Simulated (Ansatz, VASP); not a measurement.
## NiO2: VASP beside Ansatz

```
Ni O
1.0
     2.68727    0.00000    0.00000
    -1.34364    2.32725    0.00000
     0.00000    0.00000    4.44582
Ni O
1 2
Cartesian
  0.0000 0.0000 2.2229
  1.3436 0.7757 3.0363
  0.0000 1.5515 1.4095
```

Alike in both runs: task single point; functional LDA; k mesh 12 × 12 × 6; occupations gaussian, width 0.05 eV; no spin polarisation.

```csv
,VASP,Ansatz
version,VASP 6.6.1,Ansatz 0.2.0
potentials or method,"VASP PAW LDA potentials, release 64 (Ni_sv_GW, O), cutoff 700 eV","scalar-relativistic, plane waves, PAW"
valence electrons in the cell,30,30
```

Ansatz gave:

```
gap on the k mesh at the Fermi level (eV) : 1.04
least direct gap on the mesh (eV)         : 1.60
rms of the force components (eV/Å)        : 1.680
```

Task: Estimate VASP's values.

Result: gap on the k mesh at the Fermi level (eV): 1.02; least direct gap on the mesh (eV): 1.59; rms of the force components (eV/Å): 1.754.

LDA's correlation is that of Perdew and Zunger in VASP and of Perdew and Wang (1992) in Ansatz. Atom by atom the forces differ by 0.074 eV/Å (rms over components).
